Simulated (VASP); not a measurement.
**Sc2Al: single point with PBEsol**

Crystal: Sc2Al.

```
Sc Al
1.0
     4.97217    0.00000    0.00000
    -2.48609    4.30603    0.00000
     0.00000    0.00000    5.93332
Sc Al
4 2
Direct
  0.00000 0.00000 0.00000
  0.00000 0.00000 0.50000
  0.33333 0.66667 0.75000
  0.66667 0.33333 0.25000
  0.33333 0.66667 0.25000
  0.66667 0.33333 0.75000
```

This cell differs from its parent crystal: strain +0.025 along x and y, -0.025 along z.

```json
{
 "Program": "VASP 6.6.1",
 "Task": "single point",
 "Functional": "PBEsol",
 "Potentials or basis": "VASP PAW PBE potentials, release 64 (Sc_sv, Al)",
 "Cutoff": "520 eV",
 "k mesh": "12 × 12 × 8",
 "Occupations": "gaussian, width 0.15 eV",
 "Spin": "no spin polarisation",
 "Dipole correction": "no",
 "Further INCAR settings": "ALGO = Fast; EDIFF = 1e-07; NBANDS = 34"
}
```

```
Pressure               : -1.8 GPa
Band gap on the k mesh : zero (bands 25 and 26 overlap by 0.72 eV)
```

Stress tensor (GPa, compression positive):
```
-4.01  0.00  0.00
 0.00 -4.01  0.00
 0.00  0.00  2.61
```

Levels at points of the mesh, in eV from the Fermi level:
| k point | band 21 | band 22 | band 23 | band 24 | band 25 | band 26 | band 27 | band 28 | band 29 | band 30 |
| --- | --- | --- | --- | --- | --- | --- | --- | --- | --- | --- |
| (0.00, 0.00, 0.00) | -1.77 | -0.70 | -0.64 | -0.64 | -0.30 | -0.30 | -0.13 | -0.13 | 1.76 | 2.03 |
| (0.50, 0.00, 0.00) | -1.15 | -1.08 | -0.96 | -0.85 | -0.67 | 0.24 | 0.33 | 0.66 | 1.22 | 1.30 |
| (0.00, 0.00, 0.50) | -1.47 | -1.47 | -0.90 | -0.90 | 0.13 | 0.13 | 0.13 | 0.13 | 1.41 | 1.41 |
| (0.50, 0.00, 0.50) | -1.04 | -1.04 | -0.97 | -0.97 | 0.24 | 0.24 | 0.52 | 0.52 | 1.18 | 1.18 |

Wall time 7.7 min on 1 thread of Intel(R) Xeon(R) 6975P-C (Granite Rapids) (shared host), peak memory 0.48 GiB.

Caveat: the cell differs from its parent crystal (strain +0.025 along x and y, -0.025 along z); the stress differs along the axes, from -4 to 3 GPa; the PAW data sets were made with another functional, which shifts forces and pressure a little.
